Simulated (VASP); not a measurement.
# Ba (Im-3m) in VASP: further runs

Ba is run at these levels: LDA; tasks: single point.

Program: VASP 6.6.1. These are calculated values, not measurements. Logs are shortened: lines on timing, memory, paths and dates and some standing lists are left out, and cuts for length are marked.

**1. The cell of the first run**

Symmetry: Im-3m, No. 229, cubic system. Conventional cell: a = 4.758 Å, b = 4.758 Å, c = 4.758 Å, α = 90.00°, β = 90.00°, γ = 90.00°. Within 5.4 Å of Ba (site symmetry m-3m) lie 14 Ba at 4.12 to 4.76 Å.

**2. Single point, LDA**

INCAR reads:

```
SYSTEM = Ba
PREC     = Accurate       ! precision mode
ENCUT    = 520            ! plane-wave cutoff, eV
EDIFF    = 1E-6           ! SCF threshold, eV
ISMEAR   = -1             ! smearing method
SIGMA    = 0.05           ! smearing width, eV
LREAL    = .False.        ! projectors in reciprocal space
LASPH    = .True.         ! aspherical terms in the spheres
NELM     = 100            ! most SCF steps
ALGO     = Normal         ! electronic algorithm
ISIF     = 2              ! what is computed and relaxed
LWAVE    = .False.        ! write WAVECAR
LCHARG   = .False.        ! write CHGCAR
NBANDS   = 17             ! bands
```

KPOINTS reads:

```
regular mesh
0
Gamma
  7 7 7
  0 0 0
```

POSCAR reads:

```
Ba
1.0
    4.7578779704      0.0000000000      0.0000000000
    0.0000000000      4.7578779704      0.0000000000
    0.0000000000      0.0000000000      4.7578779704
Ba
2
Direct
    0.0000000000      0.0000000000      0.0000000000
    0.5000000000      0.5000000000      0.5000000000
```

Potentials or basis: VASP PAW LDA potentials, release 64 (Ba_sv).

On the command line:

```bash
$ cat potpaw_LDA.64/Ba_sv/POTCAR > POTCAR
$ mpirun -np 1 vasp_std > vasp.out
```

OUTCAR:

```text
SYSTEM = Ba
   PREC = Accurate
   ENCUT = 520
   EDIFF = 1E-6
   ISMEAR = -1
   LREAL = .False.
   LASPH = .True.
   NELM = 100
   ISIF = 2

 ion  position               nearest neighbor table
   1  0.000  0.000  0.000-   2 4.12   2 4.12   2 4.12   2 4.12   2 4.12   2 4.12   2 4.12   2 4.12

   2  0.500  0.500  0.500-   1 4.12   1 4.12   1 4.12   1 4.12   1 4.12   1 4.12   1 4.12   1 4.12

  LATTYP: Found a simple cubic cell.
 ALAT       =     4.7578779704

  Lattice vectors:

 A1 = (   4.7578779704,   0.0000000000,   0.0000000000)
 A2 = (   0.0000000000,   4.7578779704,   0.0000000000)
 A3 = (   0.0000000000,   0.0000000000,   4.7578779704)

Analysis of symmetry for initial positions (statically):
=====================================================================
 Subroutine PRICEL returns following result:

  LATTYP: Found a body centered cubic cell.
 ALAT       =     4.7578779704

  Lattice vectors:

 A1 = (   2.3789389852,   2.3789389852,  -2.3789389852)
 A2 = (  -2.3789389852,   2.3789389852,   2.3789389852)
 A3 = (   2.3789389852,  -2.3789389852,   2.3789389852)

   2 primitive cells build up your supercell.

 Routine SETGRP: Setting up the symmetry group for a
 simple cubic supercell.

 Subroutine GETGRP returns: Found 48 space group operations
 (whereof 48 operations were pure point group operations)
 out of a pool of 48 trial point group operations.

The static configuration has the point symmetry O_h .

Analysis of symmetry for dynamics (positions and initial velocities):
=====================================================================
 Subroutine PRICEL returns following result:

  LATTYP: Found a body centered cubic cell.
 ALAT       =     4.7578779704

  Lattice vectors:

 A1 = (   2.3789389852,   2.3789389852,  -2.3789389852)
 A2 = (  -2.3789389852,   2.3789389852,   2.3789389852)
 A3 = (   2.3789389852,  -2.3789389852,   2.3789389852)

   2 primitive cells build up your supercell.

 Routine SETGRP: Setting up the symmetry group for a
 simple cubic supercell.

 Subroutine GETGRP returns: Found 48 space group operations
 (whereof 48 operations were pure point group operations)
 out of a pool of 48 trial point group operations.

The dynamic configuration has the point symmetry O_h .

 Subroutine INISYM returns: Found 48 space group operations
 (whereof 48 operations are pure point group operations),
 and found     2 'primitive' translations

----------------------------------------------------------------------------------------

                                     Primitive cell

  volume of cell :      53.8530

  direct lattice vectors                    reciprocal lattice vectors
     2.378938985  2.378938985 -2.378938985     0.210177732  0.210177732  0.000000000
    -2.378938985  2.378938985  2.378938985    -0.000000000  0.210177732  0.210177732
     2.378938985 -2.378938985  2.378938985     0.210177732  0.000000000  0.210177732

  length of vectors
     4.120443190  4.120443190  4.120443190     0.297236199  0.297236199  0.297236199

  position of ions in fractional coordinates (direct lattice)
     0.000000000  0.000000000  0.000000000

  ion indices of the primitive-cell ions
   primitive index   ion index
                 1           1

----------------------------------------------------------------------------------------

 KPOINTS: regular mesh

Automatic generation of k-mesh.
 Grid dimensions read from file:
 generate k-points for:    7    7    7

 Generating k-lattice:

  Cartesian coordinates                     Fractional coordinates (reciprocal lattice)
     0.030025390  0.000000000  0.000000000     0.142857143  0.000000000  0.000000000
     0.000000000  0.030025390  0.000000000     0.000000000  0.142857143  0.000000000
     0.000000000  0.000000000  0.030025390     0.000000000  0.000000000  0.142857143

  Length of vectors
     0.030025390  0.030025390  0.030025390

  Shift w.r.t. Gamma in fractional coordinates (k-lattice)
     0.000000000  0.000000000  0.000000000

 Subroutine IBZKPT returns following result:
 ===========================================

 Found     20 irreducible k-points:

 Following reciprocal coordinates:
            Coordinates               Weight
  0.000000  0.000000  0.000000      1.000000
  0.142857  0.000000  0.000000      6.000000
  0.285714  0.000000  0.000000      6.000000
  0.428571  0.000000  0.000000      6.000000
  0.142857  0.142857  0.000000     12.000000
  0.285714  0.142857  0.000000     24.000000
[... 12 lines left out ...]
  0.428571  0.428571  0.285714     24.000000
  0.428571  0.428571  0.428571      8.000000
   k-points           NKPTS =     20   k-points in BZ     NKDIM =     20   number of bands    NBANDS=     17
   number of dos      NEDOS =    301   number of ions     NIONS =      2
   total plane-waves  NPLWV =  46656
   dimension x,y,z NGX =    36 NGY =   36 NGZ =   36
   dimension x,y,z NGXF=    72 NGYF=   72 NGZF=   72
   ions per type =               2
   NGX,Y,Z   is equivalent  to a cutoff of  12.58, 12.58, 12.58 a.u.
   NGXF,Y,Z  is equivalent  to a cutoff of  25.16, 25.16, 25.16 a.u.
 SYSTEM =  Ba
   PREC   = accura    normal or accurate (medium, high low for compatibility)
   ISTART =      0    job   : 0-new  1-cont  2-samecut
   ICHARG =      2    charge: 1-file 2-atom 10-const
   ISPIN  =      1    spin polarized calculation?
   LNONCOLLINEAR =      F non collinear calculations
   LSORBIT =      F    spin-orbit coupling
   LASPH  =      T    aspherical Exc in radial PAW
   ENCUT  =  520.0 eV  38.22 Ry    6.18 a.u.   8.85  8.85  8.85*2*pi/ulx,y,z
   NELM   =    100;   NELMIN=  2; NELMDL= -5     # of ELM steps
   EDIFF  = 0.1E-05   stopping-criterion for ELM
   LREAL  =      F    real-space projection
   EDIFFG = 0.1E-04   stopping-criterion for IOM
   NSW    =      0    number of steps for IOM
   IBRION =     -1    ionic relax: 0-MD 1-quasi-New 2-CG
   NFREE  =      0    steps in history (QN), initial steepest desc. (CG)
   ISIF   =      2    stress and relaxation
   ISYM   =      2    0-nonsym 1-usesym 2-fastsym
   POTIM  = 0.5000    time-step for ionic-motion
   TEBEG  =    0.0;   TEEND  =   0.0 temperature during run
   PSTRESS=    0.0 pullay stress
   NELECT =      20.0000    total number of electrons
   NUPDOWN=      -1.0000    fix difference up-down
   EMIN   =  10.00;   EMAX   =-10.00  energy-range for DOS
   EFERMI =   0.00;   METHOD = LEGACY
   ISMEAR =    -1;   SIGMA  =   0.05  broadening in eV -4-tet -1-fermi 0-gaus
   EFERMI_NEDOS =   21; number of points for ismear=-14 and -15
   IALGO  =     38    algorithm
   IMIX   =      4    mixing-type and parameters
     AMIX     =   0.40;   BMIX     =  1.00
     AMIX_MAG =   1.60;   BMIX_MAG =  1.00
  volume/ion in A,a.u.               =      53.85       363.42
  Fermi-wavevector in a.u.,A,eV,Ry     =   0.933981  1.764969 11.868650  0.872321
  Thomas-Fermi vector in A             =   2.060739
   LORBIT       =      0    0 simple, 1 ext, 2 COOP (PROOUT), +10 PAW based schemes
   GGA     = CA    functional components
   LHFCALC =     F    Hartree Fock is set to
   AEXX    =    0.0000 exact exchange contribution
   IVDW    =     0    specifies the selected vdW correction
   LEPSILON=     F    determine dielectric tensor
   LRPA    =     F    only Hartree local field effects (RPA)
 non-spin polarized calculation
  energy-cutoff  :      520.00
  volume of cell :      107.71
 maximum number of plane-waves:      2945
 NGX is ok and might be reduce to    36
   NGX = 17   NGY = 17   NGZ = 17

 number of electron      19.9999997 magnetization

 Free energy of the ion-electron system (eV)
  ---------------------------------------------------
  ext. energy  EPLUGINS =         0.00000000
  ---------------------------------------------------
  free energy    TOTEN  =        -4.50270617 eV

  energy without entropy =       -4.47392262  energy(sigma->0) =       -4.48831439

 E-fermi :   1.9308     XC(G=0):  -8.1431

 val. band max:        1.9226178391   @ k =   0.2857   0.1429   0.1429
 cond. band min:       1.9375404997   @ k =   0.2857   0.1429   0.0000
 fundamental gap:      0.0149226606
 Fermi energy:         1.9308072312

 k-point     1 :       0.0000    0.0000    0.0000
  band No.  band energies     occupation
      1     -26.6021      2.00000
      2     -26.4531      2.00000
      3     -11.9625      2.00000
      4     -11.9625      2.00000
      5     -11.9625      2.00000
      6     -11.4415      2.00000
[... 9 lines left out ...]
     16       5.5941      0.00000
     17       7.1696      0.00000

 k-point     2 :       0.1429    0.0000    0.0000
  band No.  band energies     occupation
      1     -26.5937      2.00000
      2     -26.4594      2.00000
      3     -11.9658      2.00000
      4     -11.9361      2.00000
      5     -11.9361      2.00000
      6     -11.5002      2.00000
[... 9 lines left out ...]
     16       5.7587      0.00000
     17       5.9881      0.00000

 k-point     3 :       0.2857    0.0000    0.0000
  band No.  band energies     occupation
      1     -26.5707      2.00000
      2     -26.4777      2.00000
      3     -11.9594      2.00000
      4     -11.8625      2.00000
      5     -11.8625      2.00000
      6     -11.6427      2.00000
[... 9 lines left out ...]
     16       4.9755      0.00000
     17       4.9755      0.00000

 k-point     4 :       0.4286    0.0000    0.0000
  band No.  band energies     occupation
      1     -26.5389      2.00000
      2     -26.5056      2.00000
      3     -11.9100      2.00000
      4     -11.7984      2.00000
      5     -11.7567      2.00000
      6     -11.7567      2.00000
[... 9 lines left out ...]
     16       4.2736      0.00000
     17       4.8796      0.00000

 k-point     5 :       0.1429    0.1429    0.0000
  band No.  band energies     occupation
      1     -26.5860      2.00000
      2     -26.4649      2.00000
      3     -12.0102      2.00000
      4     -11.9119      2.00000
      5     -11.8722      2.00000
      6     -11.5991      2.00000
[... 9 lines left out ...]
     16       5.2024      0.00000
     17       5.2672      0.00000

 k-point     6 :       0.2857    0.1429    0.0000
  band No.  band energies     occupation
      1     -26.5649      2.00000
      2     -26.4811      2.00000
      3     -12.0362      2.00000
      4     -11.8444      2.00000
      5     -11.7764      2.00000
      6     -11.7586      2.00000
[... 9 lines left out ...]
     16       4.6984      0.00000
     17       4.8900      0.00000

 k-point     7 :       0.4286    0.1429    0.0000
  band No.  band energies     occupation
      1     -26.5360      2.00000
      2     -26.5060      2.00000
      3     -12.0082      2.00000
      4     -11.9106      2.00000
      5     -11.7480      2.00000
      6     -11.6663      2.00000
[... 9 lines left out ...]
     16       4.3676      0.00000
     17       5.5293      0.00000

 k-point     8 :       0.2857    0.2857    0.0000
  band No.  band energies     occupation
      1     -26.5494      2.00000
      2     -26.4913      2.00000
      3     -12.1141      2.00000
      4     -11.9282      2.00000
      5     -11.7946      2.00000
      6     -11.6594      2.00000
[... 9 lines left out ...]
     16       5.4040      0.00000
     17       5.7108      0.00000
[... 123 lines left out ...]
      1     -26.5264      2.00000
      2     -26.5077      2.00000
      3     -12.1068      2.00000
      4     -12.0614      2.00000
      5     -11.7815      2.00000
      6     -11.6747      2.00000
[... 9 lines left out ...]
     16       5.2920      0.00000
     17       6.1995      0.00000

 k-point    16 :       0.4286    0.4286    0.1429
  band No.  band energies     occupation
      1     -26.5182      2.00000
      2     -26.5115      2.00000
      3     -12.1587      2.00000
      4     -12.1431      2.00000
      5     -11.7366      2.00000
      6     -11.6952      2.00000
[... 9 lines left out ...]
     16       5.7308      0.00000
     17       6.2020      0.00000

 k-point    17 :       0.2857    0.2857    0.2857
  band No.  band energies     occupation
      1     -26.5346      2.00000
      2     -26.4984      2.00000
      3     -12.0103      2.00000
      4     -11.9894      2.00000
      5     -11.9894      2.00000
      6     -11.5726      2.00000
[... 9 lines left out ...]
     16       5.8288      0.00000
     17       5.8374      0.00000

 k-point    18 :       0.4286    0.2857    0.2857
  band No.  band energies     occupation
      1     -26.5208      2.00000
      2     -26.5079      2.00000
      3     -12.0608      2.00000
      4     -12.0586      2.00000
      5     -11.8558      2.00000
      6     -11.7069      2.00000
[... 9 lines left out ...]
     16       5.7072      0.00000
     17       6.0942      0.00000

 k-point    19 :       0.4286    0.4286    0.2857
  band No.  band energies     occupation
      1     -26.5145      2.00000
      2     -26.5099      2.00000
      3     -12.0680      2.00000
      4     -12.0574      2.00000
      5     -11.8247      2.00000
      6     -11.7415      2.00000
[... 9 lines left out ...]
     16       6.0137      0.00000
     17       6.2873      0.00000

 k-point    20 :       0.4286    0.4286    0.4286
  band No.  band energies     occupation
      1     -26.5108      2.00000
      2     -26.5092      2.00000
      3     -11.9817      2.00000
      4     -11.9095      2.00000
      5     -11.9095      2.00000
      6     -11.7434      2.00000
[... 9 lines left out ...]
     16       6.3139      0.00000
     17       6.3272      0.00000

------------------------ aborting loop because EDIFF is reached ----------------------------------------

  FORCE on cell =-STRESS in cart. coord.  units (eV):
  Direction    XX          YY          ZZ          XY          YZ          ZX
  --------------------------------------------------------------------------------------
  -------------------------------------------------------------------------------------
  Total        0.1091702      0.1091702      0.1091702      0.0000000     -0.0000000     -0.0000000
  in kB        1.6239584      1.6239584      1.6239584      0.0000000     -0.0000000     -0.0000000
  external PRESSURE =       1.6239584 kB  Pullay stress =       0.0000000 kB

 VOLUME and BASIS-vectors are now :
 -----------------------------------------------------------------------------
  energy-cutoff  :      520.00
  volume of cell :      107.71
      direct lattice vectors                 reciprocal lattice vectors
     4.757877970  0.000000000  0.000000000     0.210177732  0.000000000  0.000000000
     0.000000000  4.757877970  0.000000000     0.000000000  0.210177732  0.000000000
     0.000000000  0.000000000  4.757877970     0.000000000  0.000000000  0.210177732

 POSITION                                       TOTAL-FORCE (eV/Angst)
 -----------------------------------------------------------------------------------
      0.00000      0.00000      0.00000        -0.000000      0.000000      0.000000
      2.37894      2.37894      2.37894         0.000000     -0.000000     -0.000000
 -----------------------------------------------------------------------------------
    total drift:                                0.000000      0.000000      0.000000

  FREE ENERGIE OF THE ION-ELECTRON SYSTEM (eV)
  ---------------------------------------------------
  free  energy   TOTEN  =        -4.5027061695 eV

  energy  without entropy=       -4.4739226196  energy(sigma->0) =       -4.48831439
```

Wall time 17 s (1 thread of Intel Xeon Platinum 8375C at 2.90GHz (Ice Lake), shared host); peak memory 0.18 GiB.

What came out:

* Free energy: -4.5027 eV
* Pressure: 0.2 GPa
* Band gap on the k mesh: zero (bands 10 and 11 overlap by 1.35 eV)

Caveat: spin-orbit coupling is left out, which moves the levels of the heavy elements.

**3. Single point, LDA**

INCAR reads:

```
SYSTEM = Ba
PREC = Accurate
ENCUT = 520
EDIFF = 1E-7
ISMEAR = -1
SIGMA = 0.05
LREAL = .FALSE.
LASPH = .TRUE.
NELM = 100
ALGO = Normal
ISIF = 2
LWAVE = .FALSE.
LCHARG = .TRUE.
GGA = CA
LELF = .TRUE.
LVHAR = .TRUE.
NBANDS = 17
```

KPOINTS reads:

```
regular mesh
0
G
  7 7 7
  0 0 0
```

POSCAR is that of step 2.

Potentials or basis: VASP PAW LDA potentials, release 64 (Ba_sv).

On the command line:

```bash
$ cat potpaw_LDA.64/Ba_sv/POTCAR > POTCAR
$ mpirun -np 1 vasp_std > vasp.out
```

It took 18 s on 1 thread of Intel Xeon Platinum 8375C at 2.90GHz (Ice Lake), shared host; peak memory 0.18 GiB.

Results (log left out):

* Free energy: -4.5027 eV
* Pressure: 0.2 GPa
* Band gap on the k mesh: zero (bands 10 and 11 overlap by 1.35 eV)

Levels at points of the mesh, in eV from the Fermi level:
| k point | band 6 | band 7 | band 8 | band 9 | band 10 | band 11 | band 12 | band 13 | band 14 | band 15 |
| --- | --- | --- | --- | --- | --- | --- | --- | --- | --- | --- |
| (0.00, 0.00, 0.00) | -13.37 | -13.37 | -13.37 | -2.76 | -0.73 | -0.73 | 1.97 | 1.97 | 1.97 | 3.66 |

Caveat: spin-orbit coupling is left out, which moves the levels of the heavy elements.
